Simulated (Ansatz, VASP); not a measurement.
Two plane-wave programs on InH

```
In H
1.0
     3.38511    0.00000    0.00000
    -1.69256    2.93159    0.00000
     0.00000    0.00000    3.68883
In H
1 1
Direct
  0.00000 0.00000 0.50000
  0.00000 0.00000 0.00000
```

Alike in both runs: task single point; functional PBE; k mesh 6 × 6 × 6; occupations gaussian, width 0.1 eV; no spin polarisation.

|  | VASP | Ansatz |
| --- | --- | --- |
| version | VASP 6.6.1 | Ansatz 0.2.0 |
| potentials or method | VASP PAW PBE potentials, release 64 (In_d, H), cutoff 520 eV | scalar-relativistic, plane waves, PAW |
| valence electrons in the cell | 14 | 14 |

```csv
,VASP,Ansatz,Ansatz less VASP
gap on the k mesh at the Fermi level (eV),none,none,-
pressure (GPa),0.5,0.6,+0.07
"traceless stress, the component that is largest in VASP (GPa)",10.37,10.37,-0.004
```

A gap of «none» marks a metal or a gap that the smearing closes.
